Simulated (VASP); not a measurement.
# KZnF3 (Pm-3m) in VASP: single point with HSE06

Aim: the single point of KZnF3 with HSE06.

Program: VASP 6.6.1. These are calculated values, not measurements. Logs are shortened: lines on timing, memory, paths and dates and some standing lists are left out, and cuts for length are marked.

## 1. The cell of the first run

It takes space group Pm-3m (No. 221, cubic). The conventional cell has a = 4.113 Å, b = 4.113 Å, c = 4.113 Å, α = 90.00°, β = 90.00°, γ = 90.00°. K (site symmetry m-3m) has 12 F at 2.91 Å and 8 Zn at 3.56 Å within 3.8 Å. Within 2.7 Å of Zn (site symmetry m-3m) lie 6 F at 2.06 Å. F (site symmetry 4/mmm) has 2 Zn at 2.06 Å within 2.7 Å.

## 2. Single point, HSE06 (strain +1.6%)

POSCAR reads:

```
KZnF3
1.0
    4.1125251740      0.0000000000      0.0000000000
    0.0000000000      4.1125251740      0.0000000000
    0.0000000000      0.0000000000      4.1125251740
K Zn F
1 1 3
Direct
    0.0000000000      0.0000000000      0.0000000000
    0.5000000000      0.5000000000      0.5000000000
    0.5000000000      0.5000000000      0.0000000000
    0.0000000000      0.5000000000      0.5000000000
    0.5000000000      0.0000000000      0.5000000000
```

INCAR.step1 reads:

```
PREC = Accurate
ENCUT = 520
EDIFF = 1E-5
ISMEAR = 0
SIGMA = 0.01
LREAL = F
LASPH = T
NELM = 120
ALGO = Normal
ISIF = 2
LWAVE = T
GGA = PE
NBANDS = 29
GGA_COMPAT = F
```

INCAR.step2 reads:

```
PREC = Accurate
ENCUT = 520
EDIFF = 1E-6
ISMEAR = 0
SIGMA = 0.01
LREAL = F
LASPH = T
NELM = 120
ALGO = Normal
ISIF = 2
LWAVE = F
LCHARG = T
GGA = PE
LHFCALC = T
HFSCREEN = 0.2079
PRECFOCK = Normal
LELF = T
LVHAR = T
ISTART = 1
NBANDS = 29
GGA_COMPAT = F
```

KPOINTS reads:

```
regular mesh
0
Gamma
  4 4 4
```

Potentials or basis: VASP PAW PBE potentials, release 64 (K_sv, Zn, F).

Run with:

```sh
$ cat potpaw_PBE.64/K_sv/POTCAR potpaw_PBE.64/Zn/POTCAR potpaw_PBE.64/F/POTCAR > POTCAR
$ cp INCAR.step1 INCAR
$ mpirun -np 1 vasp_std > vasp.out
$ cp INCAR.step2 INCAR
$ mpirun -np 1 vasp_std > vasp.out
```

OUTCAR:

```text
PREC = Accurate
   ENCUT = 520
   EDIFF = 1E-6
   ISMEAR = 0
   LREAL = F
   LASPH = T
   NELM = 120
   ISIF = 2
   GGA = PE
   LHFCALC = T
   HFSCREEN = 0.2079
   PRECFOCK = Normal
   ISTART = 1

 ion  position               nearest neighbor table
   1  0.000  0.000  0.000-
   2  0.500  0.500  0.500-   3 2.06   4 2.06   5 2.06   3 2.06   5 2.06   4 2.06
   3  0.500  0.500  0.000-   2 2.06   2 2.06
   4  0.000  0.500  0.500-   2 2.06   2 2.06
   5  0.500  0.000  0.500-   2 2.06   2 2.06

  LATTYP: Found a simple cubic cell.
 ALAT       =     4.1125251740

  Lattice vectors:

 A1 = (   4.1125251740,   0.0000000000,   0.0000000000)
 A2 = (   0.0000000000,   4.1125251740,   0.0000000000)
 A3 = (   0.0000000000,   0.0000000000,   4.1125251740)

Analysis of symmetry for initial positions (statically):
=====================================================================
 Subroutine PRICEL returns:
 Original cell was already a primitive cell.

 Routine SETGRP: Setting up the symmetry group for a
 simple cubic supercell.

 Subroutine GETGRP returns: Found 48 space group operations
 (whereof 48 operations were pure point group operations)
 out of a pool of 48 trial point group operations.

The static configuration has the point symmetry O_h .

Analysis of symmetry for dynamics (positions and initial velocities):
=====================================================================
 Subroutine PRICEL returns:
 Original cell was already a primitive cell.

 Routine SETGRP: Setting up the symmetry group for a
 simple cubic supercell.

 Subroutine GETGRP returns: Found 48 space group operations
 (whereof 48 operations were pure point group operations)
 out of a pool of 48 trial point group operations.

The dynamic configuration has the point symmetry O_h .

 Subroutine INISYM returns: Found 48 space group operations
 (whereof 48 operations are pure point group operations),
 and found     1 'primitive' translations

----------------------------------------------------------------------------------------

                                     Primitive cell

  volume of cell :      69.5546

[... 83 lines left out ...]
   IBRION =     -1    ionic relax: 0-MD 1-quasi-New 2-CG
   NFREE  =      0    steps in history (QN), initial steepest desc. (CG)
   ISIF   =      2    stress and relaxation
   ISYM   =      3    0-nonsym 1-usesym 2-fastsym
   POTIM  = 0.5000    time-step for ionic-motion
   TEBEG  =    0.0;   TEEND  =   0.0 temperature during run
   PSTRESS=    0.0 pullay stress
   NELECT =      42.0000    total number of electrons
   NUPDOWN=      -1.0000    fix difference up-down
   EMIN   =  10.00;   EMAX   =-10.00  energy-range for DOS
   EFERMI =   0.00;   METHOD = LEGACY
   ISMEAR =     0;   SIGMA  =   0.01  broadening in eV -4-tet -1-fermi 0-gaus
   EFERMI_NEDOS =   21; number of points for ismear=-14 and -15
   IALGO  =     38    algorithm
   IMIX   =      1    mixing-type and parameters
     AMIX     =   0.40;   BMIX     =  1.00
     AMIX_MAG =   1.60;   BMIX_MAG =  1.00
  volume/ion in A,a.u.               =      13.91        93.88
  Fermi-wavevector in a.u.,A,eV,Ry     =   1.383724  2.614859 26.050954  1.914691
  Thomas-Fermi vector in A             =   2.508295
   LORBIT       =      0    0 simple, 1 ext, 2 COOP (PROOUT), +10 PAW based schemes
   GGA     = PE    functional components
   LHFCALC =     T    Hartree Fock is set to
   PRECFOCK=normal    Normal, Fast or Accurate (Low or Medium for compatibility)
   ENCUT4O =  -1.0   cutoff for four orbital integrals eV
   NKREDX  =     1    reduce k-point grid by
   NKREDY  =     1    reduce k-point grid by
   NKREDZ  =     1    reduce k-point grid by
   AEXX    =    0.2500 exact exchange contribution
   HFSCREEN=    0.2079 screening length (either q_TF or 0.3 A-1)
   HFSCREENC=   0.2079 screening length for correlation (either q_TF or 0.3 A-1)
   ENCUTFOCK=  -1.0 apply spherical cutoff to Coloumb kernel
   IVDW    =     0    specifies the selected vdW correction
   LEPSILON=     F    determine dielectric tensor
   LRPA    =     F    only Hartree local field effects (RPA)
 non-spin polarized calculation
 Gauss-broadening in eV      SIGMA  =   0.01
  energy-cutoff  :      520.00
  volume of cell :       69.55
 maximum number of plane-waves:      1888
 NGX is ok and might be reduce to    32
  NGX = 24; NGY = 24; NGZ = 24

 number of electron      42.0000008 magnetization

 Free energy of the ion-electron system (eV)
  ---------------------------------------------------
  ext. energy  EPLUGINS =         0.00000000
  ---------------------------------------------------
  free energy    TOTEN  =       -25.64656479 eV

  energy without entropy =      -25.64656479  energy(sigma->0) =      -25.64656479

 E-fermi :  -2.8351     XC(G=0):  -7.9119

 val. band max:       -2.9288176608   @ k =   0.5000   0.5000   0.5000
 cond. band min:       3.1536249537   @ k =   0.0000   0.0000   0.0000
 fundamental gap:      6.0824426145
 Fermi energy:        -2.8351239555

 k-point     1 :       0.0000    0.0000    0.0000
  band No.  band energies     occupation
      1     -31.2843      2.00000
      2     -25.6618      2.00000
      3     -25.0867      2.00000
      4     -25.0867      2.00000
      5     -13.4177      2.00000
      6     -13.4177      2.00000
[... 309 lines left out ...]
     28      12.3387      0.00000
     29      12.7736      0.00000

------------------------ aborting loop because EDIFF is reached ----------------------------------------

  FORCE on cell =-STRESS in cart. coord.  units (eV):
  Direction    XX          YY          ZZ          XY          YZ          ZX
  --------------------------------------------------------------------------------------
  -------------------------------------------------------------------------------------
  Total       -0.5831582     -0.5831582     -0.5831582      0.0000000      0.0000000      0.0000000
  in kB      -13.4329448    -13.4329448    -13.4329448      0.0000000      0.0000000      0.0000000
  external PRESSURE =     -13.4329448 kB  Pullay stress =       0.0000000 kB

 VOLUME and BASIS-vectors are now :
 -----------------------------------------------------------------------------
  energy-cutoff  :      520.00
  volume of cell :       69.55
      direct lattice vectors                 reciprocal lattice vectors
     4.112525174  0.000000000  0.000000000     0.243159606  0.000000000  0.000000000
     0.000000000  4.112525174  0.000000000     0.000000000  0.243159606  0.000000000
     0.000000000  0.000000000  4.112525174     0.000000000  0.000000000  0.243159606

 POSITION                                       TOTAL-FORCE (eV/Angst)
 -----------------------------------------------------------------------------------
      0.00000      0.00000      0.00000         0.000000      0.000000      0.000000
      2.05626      2.05626      2.05626         0.000000      0.000000      0.000000
      2.05626      2.05626      0.00000         0.000000      0.000000      0.000000
      0.00000      2.05626      2.05626         0.000000      0.000000      0.000000
      2.05626      0.00000      2.05626         0.000000      0.000000      0.000000
 -----------------------------------------------------------------------------------
    total drift:                                0.000001     -0.000000      0.000000

  FREE ENERGIE OF THE ION-ELECTRON SYSTEM (eV)
  ---------------------------------------------------
  free  energy   TOTEN  =       -25.6465647933 eV

  energy  without entropy=      -25.6465647933  energy(sigma->0) =      -25.64656479
```

OSZICAR.step1:

```text
N       E                     dE             d eps       ncg     rms          rms(c)
DAV:   1     0.431168102944E+03    0.43117E+03   -0.22114E+04   580   0.170E+03
DAV:   2     0.184939245839E+02   -0.41267E+03   -0.39386E+03   643   0.439E+02
DAV:   3    -0.216028742259E+02   -0.40097E+02   -0.39827E+02   679   0.143E+02
DAV:   4    -0.226302943821E+02   -0.10274E+01   -0.10250E+01   902   0.214E+01
DAV:   5    -0.226417616977E+02   -0.11467E-01   -0.11464E-01   712   0.186E+00    0.109E+01
DAV:   6    -0.203028758727E+02    0.23389E+01   -0.66714E+00   808   0.348E+01    0.649E+00
DAV:   7    -0.203554351531E+02   -0.52559E-01   -0.13768E+00   630   0.718E+00    0.421E+00
DAV:   8    -0.203626179586E+02   -0.71828E-02   -0.45361E-01   721   0.114E+01    0.152E+00
DAV:   9    -0.203273388117E+02    0.35279E-01   -0.93496E-02   857   0.827E+00    0.383E-01
DAV:  10    -0.203271907077E+02    0.14810E-03   -0.36413E-02   808   0.355E+00    0.201E-01
DAV:  11    -0.203272896293E+02   -0.98922E-04   -0.57039E-03   728   0.755E-01    0.865E-02
DAV:  12    -0.203273512436E+02   -0.61614E-04   -0.19868E-04   650   0.964E-02    0.761E-02
DAV:  13    -0.203272648492E+02    0.86394E-04   -0.56310E-04   858   0.644E-01    0.166E-02
DAV:  14    -0.203272658941E+02   -0.10448E-05   -0.66972E-05   724   0.102E-01
   1 F= -.20327266E+02 E0= -.20327266E+02  d E =-.414522E-40
```

Run time: 32 min. Hardware: 1 thread of AMD EPYC 9R14 (Zen 4), shared host; peak memory 0.28 GiB.

What came out:

```yaml
Free_energy: -25.6466 eV
Pressure: -1.3 GPa
Band_gap_on_the_k_mesh: 6.08 eV (least direct gap 7.60 eV)
```

Levels at points of the mesh, in eV from the valence-band top:
| k point | band 18 | band 19 | band 20 | band 21 | band 22 | band 23 | band 24 | band 25 |
| --- | --- | --- | --- | --- | --- | --- | --- | --- |
| (0.00, 0.00, 0.00) | -1.78 | -1.52 | -1.52 | -1.52 | 6.08 | 11.19 | 11.19 | 11.71 |
| (0.50, 0.00, 0.00) | -1.69 | -1.68 | -1.61 | -1.61 | 8.85 | 10.53 | 12.15 | 13.67 |
| (0.50, 0.50, 0.00) | -1.70 | -1.70 | -1.23 | 0.00 | 10.45 | 12.42 | 12.42 | 12.53 |
| (0.50, 0.50, 0.50) | -1.21 | -1.21 | 0.00 | 0.00 | 10.87 | 10.87 | 10.87 | 12.78 |

Caveat: the cell differs from its parent crystal (strain +1.6%); the PAW data sets were made with another functional, which shifts forces and pressure a little.
